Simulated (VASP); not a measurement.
Here is a VASP 6.6.1 calculation.

File POSCAR:

```
MgO
1.0
    0.0000000000      2.1351500000      2.1351500000
    2.2952862500      0.0000000000      2.1351500000
    2.2952862500      2.1351500000      0.0000000000
Mg O
1 1
Direct
    0.0000000000      0.0000000000      0.0000000000
    0.5000000000      0.5000000000      0.5000000000
```

The input INCAR.step1:

```
PREC     = Accurate       # precision mode
ENCUT    = 660            # plane-wave cutoff, eV
ISMEAR   = 0              # smearing method
SIGMA    = 0.05           # smearing width, eV
LREAL    = False          # projectors in reciprocal space
LASPH    = True           # aspherical terms in the spheres
NELM     = 120            # most SCF steps
NBANDS   = 15             # bands
GGA      = PE             # functional
ALGO     = Normal         # electronic algorithm
EDIFF    = 1E-5           # SCF threshold, eV
LWAVE    = True           # write WAVECAR
LCHARG   = False          # write CHGCAR
GGA_COMPAT= False
```

File INCAR.step2:

```
PREC     = Accurate       # precision mode
ENCUT    = 660            # plane-wave cutoff, eV
EDIFF    = 1E-6           # SCF threshold, eV
ISMEAR   = 0              # smearing method
SIGMA    = 0.05           # smearing width, eV
LREAL    = False          # projectors in reciprocal space
LASPH    = True           # aspherical terms in the spheres
NELM     = 120            # most SCF steps
ALGO     = Normal         # electronic algorithm
ISIF     = 2              # what is computed and relaxed
LWAVE    = False          # write WAVECAR
LCHARG   = False          # write CHGCAR
METAGGA  = R2SCAN         # meta-GGA
LMIXTAU  = True         
NBANDS   = 15             # bands
ISTART   = 1            
GGA_COMPAT= False
```

Contents of KPOINTS:

```
Automatic mesh
0
Gamma
  10 10 10
```

Potentials or basis: VASP PAW PBE potentials, release 64 (Mg_sv, O).

Launch:

```bash
$ cat potpaw_PBE.64/Mg_sv/POTCAR potpaw_PBE.64/O/POTCAR > POTCAR
$ cp INCAR.step1 INCAR
$ mpirun -np 1 vasp_std > vasp.out
$ cp INCAR.step2 INCAR
$ mpirun -np 1 vasp_std > vasp.out
```

Problem. What does it give for the pressure?

Solution. -14.8 GPa.

Problem. What does it give for the band gap on the k mesh?

Solution. 4.48 eV, direct.

Stress tensor (GPa, compression positive):
```
-18.91   0.00   0.00
  0.00 -12.74   0.00
  0.00   0.00 -12.74
```

Caveat: the cell differs from its parent crystal (strain +0.0750 x Voigt [1, 0, 0, 0, 0, 0]); the PAW data sets were made with another functional, which shifts forces and pressure a little.
